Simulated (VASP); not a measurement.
**Ga: single point with r2SCAN**

The system is Ga.

```xyz
1
Lattice="-1.6532 1.6532 1.6532 1.6532 -1.6532 1.6532 1.6532 1.6532 -1.6532" Properties=species:S:1:pos:R:3 pbc="T T T"
Ga    0.0000    0.0000    0.0000
```

```yaml
Program: VASP 6.6.1
Task: single point
Functional: r2SCAN
Potentials_or_basis: VASP PAW PBE potentials, release 64 (Ga_d)
Cutoff: 520 eV
k_mesh: 18 × 18 × 18
Occupations: gaussian, width 0.05 eV
Spin: no spin polarisation
```

```json
{
  "Pressure": "0.3 GPa"
}
```

Levels at points of the mesh, in eV from the Fermi level:
| k point | band 2 | band 3 | band 4 | band 5 | band 6 | band 7 | band 8 | band 9 | band 10 | band 11 |
| --- | --- | --- | --- | --- | --- | --- | --- | --- | --- | --- |
| (0.00, 0.00, 0.00) | -15.54 | -15.54 | -15.32 | -15.32 | -12.02 | 13.88 | 13.88 | 13.88 | 18.37 | 18.37 |
| (0.50, 0.00, 0.00) | -15.62 | -15.34 | -15.32 | -15.19 | -4.67 | -4.24 | 7.66 | 9.87 | 12.18 | 12.87 |
| (0.50, 0.50, 0.50) | -15.67 | -15.22 | -15.22 | -15.22 | 1.65 | 1.65 | 1.65 | 2.19 | 6.08 | 6.08 |

Wall time 41 s on 1 thread of Intel(R) Xeon(R) 6975P-C (Granite Rapids) (shared host), peak memory 0.17 GiB.

Caveat: the PAW data sets were made with another functional, which shifts forces and pressure a little.
